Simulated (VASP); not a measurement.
# MoS2 (P-6m2) in VASP: a series of runs, part 2 of 2

VASP 6.6.1.

**3. Single point, PBE+D3(BJ)**

Input file INCAR:

```
SYSTEM = MoS2
PREC = Accurate ; ENCUT = 500
EDIFF = 1E-6 ; ISMEAR = 0
SIGMA = 0.05 ; LREAL = .False.
LASPH = .True. ; NELM = 120
ALGO = Normal ; ISIF = 2
LWAVE = .False. ; LCHARG = .True.
GGA = PE ; IVDW = 12
LELF = .True. ; LVHAR = .True.
NBANDS = 20 ; GGA_COMPAT = .False.
```

Input file KPOINTS:

```
regular mesh
0
Gamma
  12 12 4
  0 0 0
```

Input file POSCAR:

```
MoS2
1.0
    3.0953451714      0.0000000000      0.0000000000
   -1.5476725857      2.6806475519      0.0000000000
    0.0000000000      0.0000000000      6.8790951089
Mo S
1 2
Direct
    0.0000000000      0.0000000000      0.0000000000
    0.3333333333      0.6666666667      0.2608812309
    0.3333333333      0.6666666667      0.7391187691
```

Potentials or basis: VASP PAW PBE potentials, release 64 (Mo_sv, S).

Command:

```
$ cat potpaw_PBE.64/Mo_sv/POTCAR potpaw_PBE.64/S/POTCAR > POTCAR
$ mpirun -np 1 vasp_std > vasp.out
```

Wall time 86 s (1 thread of Intel Xeon 8259CL, shared host); peak memory 0.22 GiB.

Results (log left out):

```yaml
Free_energy: -22.2558 eV
Pressure: -12.6 GPa
Largest_force: 3.092 eV/Å
Band_gap_on_the_k_mesh: 0.71 eV (least direct gap 1.46 eV)
Dispersion_energy_per_atom: -0.397 eV
```

Forces on the atoms (eV/Å):
```
Mo   0.000  0.000  0.000
S    0.000  0.000 -3.092
S    0.000  0.000  3.092
```

Stress tensor (GPa, compression positive):
```
 -4.26   0.00   0.00
  0.00  -4.26   0.00
  0.00   0.00 -29.40
```

Levels at points of the mesh, in eV from the valence-band top:
| k point | band 10 | band 11 | band 12 | band 13 | band 14 | band 15 | band 16 | band 17 |
| --- | --- | --- | --- | --- | --- | --- | --- | --- |
| (0.00, 0.00, 0.00) | -1.61 | -1.49 | -0.54 | -0.54 | 2.45 | 2.45 | 2.77 | 2.77 |
| (0.50, 0.00, 0.00) | -2.28 | -2.08 | -1.24 | -0.45 | 2.23 | 2.56 | 3.55 | 3.64 |
| (0.00, 0.00, 0.50) | -1.59 | -0.57 | -0.57 | -0.53 | 2.59 | 2.59 | 2.66 | 2.66 |
| (0.50, 0.00, 0.50) | -3.12 | -2.33 | -0.59 | -0.31 | 2.57 | 2.66 | 2.77 | 3.32 |

Caveat: the cell stands under tension; forces of over 1 eV/Å act on the atoms, so gaps and moduli don't describe the material at rest. A k mesh can miss the band edges.

**4. Single point, PBE+D3(BJ)**

Input file INCAR:

```
SYSTEM = MoS2
ALGO = Normal
EDIFF = 1E-6
ENCUT = 500
GGA = PE
GGA_COMPAT = .False.
ISIF = 2
ISMEAR = 0
IVDW = 12
LASPH = .True.
LCHARG = .True.
LELF = .True.
LREAL = .False.
LVHAR = .True.
LWAVE = .False.
NBANDS = 20
NELM = 120
PREC = Accurate
SIGMA = 0.05
```

Input file KPOINTS:

```
k-points
0
Gamma
  12 12 4
  0 0 0
```

Input file POSCAR:

```
MoS2
1.0
    3.0953451714      0.0000000000      0.0000000000
   -1.5476725857      2.6806475519      0.0000000000
    0.0000000000      0.0000000000      6.8790951089
Mo S
1 2
Direct
    0.0000000000      0.0000000000      0.0000000000
    0.3333333333      0.6666666667      0.2357940733
    0.3333333333      0.6666666667      0.7642059267
```

Command:

```
$ cat potpaw_PBE.64/Mo_sv/POTCAR potpaw_PBE.64/S/POTCAR > POTCAR
$ mpirun -np 1 vasp_std > vasp.out
```

It took 88 s on 1 thread of Intel Xeon 8259CL, shared host; peak memory 0.22 GiB.

Results (log left out):

```yaml
Free_energy: -22.9336 eV
Pressure: -0.6 GPa
Largest_force: 0.638 eV/Å
Band_gap_on_the_k_mesh: 1.38 eV (least direct gap 2.04 eV)
Dispersion_energy_per_atom: -0.399 eV
```

Forces on the atoms (eV/Å):
```
Mo   0.000  0.000  0.000
S    0.000  0.000 -0.638
S    0.000  0.000  0.638
```

Stress tensor (GPa, compression positive):
```
 2.43  0.00  0.00
 0.00  2.43  0.00
 0.00  0.00 -6.71
```

Levels at points of the mesh, in eV from the valence-band top:
```
           k point  band 9  band 10  band 11  band 12  band 13  band 14  band 15  band 16  band 17  band 18
(0.00, 0.00, 0.00)   -2.34    -1.57    -1.21    -1.21    -0.88     2.92     2.92     2.96     2.96     6.41
(0.50, 0.00, 0.00)   -4.38    -3.02    -1.96    -0.97    -0.76     2.53     2.74     4.09     4.29     5.70
(0.00, 0.00, 0.50)   -2.34    -2.34    -1.22    -1.22    -0.07     2.86     2.86     3.02     3.02     6.76
(0.50, 0.00, 0.50)   -4.08    -3.04    -2.62    -0.70    -0.60     2.54     2.98     3.49     4.14     6.87
```

 A k mesh can miss the band edges.

**5. Single point, PBE+D3(BJ)**

This run uses another cell than the first one, of the same volume but with other edges.

Input file INCAR:

```
ALGO = Normal ; EDIFF = 1E-6
ENCUT = 500 ; GGA = PE
GGA_COMPAT = F ; ISIF = 2
ISMEAR = 0 ; IVDW = 12
LASPH = T ; LCHARG = F
LREAL = F ; LWAVE = F
NBANDS = 20 ; NELM = 120
PREC = Accurate ; SIGMA = 0.05
```

Input file KPOINTS:

```
k-points
0
Gamma
  12 12 4
```

Input file POSCAR:

```
MoS2
1.0
    3.1494351579      0.0000000000      0.0000000000
   -1.5747175790      2.7274908543      0.0000000000
    0.0000000000      0.0000000000      6.6448340996
Mo S
1 2
Direct
    0.0000000000      0.0000000000      0.0000000000
    0.3333333333      0.6666666667      0.2107069157
    0.3333333333      0.6666666667      0.7892930843
```

Command:

```
$ cat potpaw_PBE.64/Mo_sv/POTCAR potpaw_PBE.64/S/POTCAR > POTCAR
$ mpirun -np 1 vasp_std > vasp.out
```

It took 82 s on 1 thread of Intel Xeon 8259CL, shared host; peak memory 0.21 GiB.

Results (log left out):

| Property | Result |
| --- | --- |
| Free energy | -22.3698 eV |
| Pressure | 18.2 GPa |
| Largest force | 3.995 eV/Å |
| Band gap on the k mesh | 0.14 eV (least direct gap 1.42 eV) |
| Dispersion energy per atom | -0.400 eV |

Forces on the atoms (eV/Å):
```
Mo   0.000  0.000  0.000
S    0.000  0.000  3.995
S    0.000  0.000 -3.995
```

Stress tensor (GPa, compression positive):
```
12.42  0.00  0.00
 0.00 12.42  0.00
 0.00  0.00 29.84
```

Levels at points of the mesh, in eV from the valence-band top:
| k point | band 9 | band 10 | band 11 | band 12 | band 13 | band 14 | band 15 | band 16 | band 17 | band 18 |
| --- | --- | --- | --- | --- | --- | --- | --- | --- | --- | --- |
| (0.00, 0.00, 0.00) | -4.70 | -3.23 | -3.23 | -1.74 | -0.80 | 1.91 | 1.91 | 2.62 | 2.62 | 4.92 |
| (0.50, 0.00, 0.00) | -5.70 | -4.94 | -2.49 | -2.19 | -1.82 | 1.14 | 1.76 | 3.62 | 4.23 | 4.85 |
| (0.00, 0.00, 0.50) | -4.69 | -3.23 | -3.23 | -2.87 | 0.00 | 1.88 | 1.88 | 2.67 | 2.67 | 4.96 |
| (0.50, 0.00, 0.50) | -5.48 | -4.95 | -2.75 | -2.46 | -1.57 | 1.16 | 1.81 | 3.14 | 4.11 | 6.10 |

Caveat: the cell stands under pressure; forces of over 1 eV/Å act on the atoms, so gaps and moduli don't describe the material at rest.

**6. Single point, PBE+D3(BJ)**

Input file INCAR:

```
SYSTEM = MoS2
  PREC = Accurate
  ENCUT = 500
  EDIFF = 1E-6
  ISMEAR = 0
  SIGMA = 0.05
  LREAL = .False.
  LASPH = .True.
  NELM = 120
  ALGO = Normal
  ISIF = 2
  LWAVE = .False.
  LCHARG = .True.
  GGA = PE
  IVDW = 12
  LELF = .True.
  LVHAR = .True.
  NBANDS = 20
  GGA_COMPAT = .False.
```

Input file KPOINTS:

```
regular mesh
0
Gamma
  12 12 4
  0 0 0
```

Input file POSCAR:

```
MoS2
1.0
    3.0953451714      0.0000000000      0.0000000000
   -1.5476725857      2.6806475519      0.0000000000
    0.0000000000      0.0000000000      6.8790951089
Mo S
1 2
Direct
    0.0000000000      0.0000000000      0.0000000000
    0.3333333333      0.6666666667      0.2107069157
    0.3333333333      0.6666666667      0.7892930843
```

Potentials or basis: VASP PAW PBE potentials, release 64 (Mo_sv, S).

Command:

```
$ cat potpaw_PBE.64/Mo_sv/POTCAR potpaw_PBE.64/S/POTCAR > POTCAR
$ mpirun -np 1 vasp_std > vasp.out
```

It took 86 s on 1 thread of Intel Xeon 8259CL, shared host; peak memory 0.22 GiB.

It converged, with:

* Free energy: -22.5369 eV
* Pressure: 17.9 GPa
* Largest force: 3.208 eV/Å
* Band gap on the k mesh: 0.95 eV (least direct gap 1.71 eV)
* Dispersion energy per atom: -0.403 eV

Forces in eV/Å, atoms in the order of the input:
```
Mo   0.000  0.000  0.000
S    0.000  0.000  3.208
S    0.000  0.000 -3.208
```

Stress tensor (GPa, compression positive):
```
14.68  0.00  0.00
 0.00 14.68  0.00
 0.00  0.00 24.27
```

Levels at points of the mesh, in eV from the valence-band top:
```tsv
k point	band 9	band 10	band 11	band 12	band 13	band 14	band 15	band 16	band 17	band 18
(0.00, 0.00, 0.00)	-3.96	-2.57	-2.57	-1.79	-0.71	2.43	2.43	3.00	3.00	5.71
(0.50, 0.00, 0.00)	-5.29	-4.39	-2.16	-1.80	-1.41	1.81	2.43	3.94	4.56	5.33
(0.00, 0.00, 0.50)	-3.96	-2.72	-2.58	-2.58	0.00	2.41	2.41	3.04	3.04	5.76
(0.50, 0.00, 0.50)	-5.13	-4.40	-2.58	-1.78	-1.20	1.81	2.52	3.52	4.47	6.38
```

Caveat: the cell stands under pressure; forces of over 1 eV/Å act on the atoms, so gaps and moduli don't describe the material at rest.

**7. The runs side by side**

```tsv
cell	gap on the mesh (eV)	pressure (GPa)	largest force (eV/Å)
a = 3.095, b = 3.095, c = 6.879 Å, angles 90.0, 90.0, 120.0°, 3 atoms, atomic positions A	0.12	29.8	5.80
a = 3.095, b = 3.095, c = 6.879 Å, angles 90.0, 90.0, 120.0°, 3 atoms, atomic positions B	0.71	-12.6	3.09
a = 3.095, b = 3.095, c = 6.879 Å, angles 90.0, 90.0, 120.0°, 3 atoms, atomic positions C	1.38	-0.6	0.64
a = 3.149, b = 3.149, c = 6.645 Å, angles 90.0, 90.0, 120.0°, 3 atoms, atomic positions D	0.14	18.2	4.00
a = 3.095, b = 3.095, c = 6.879 Å, angles 90.0, 90.0, 120.0°, 3 atoms, atomic positions D	0.95	17.9	3.21
```

Alike in all rows: task single point; level PBE+D3(BJ); potentials or basis VASP PAW PBE potentials, release 64 (Mo_sv, S); no spin polarisation; k mesh 12 × 12 × 4; cutoff (eV) 500; smearing gaussian 0.05 eV.

Caveats: forces of over 1 eV/Å act on the atoms, so gaps and moduli don't describe the material at rest (at least some runs); the cell stands under pressure (at least some runs); the cell stands under tension (at least some runs).

Total energies depend on the potentials used, so only differences within one code and one set of settings carry meaning.
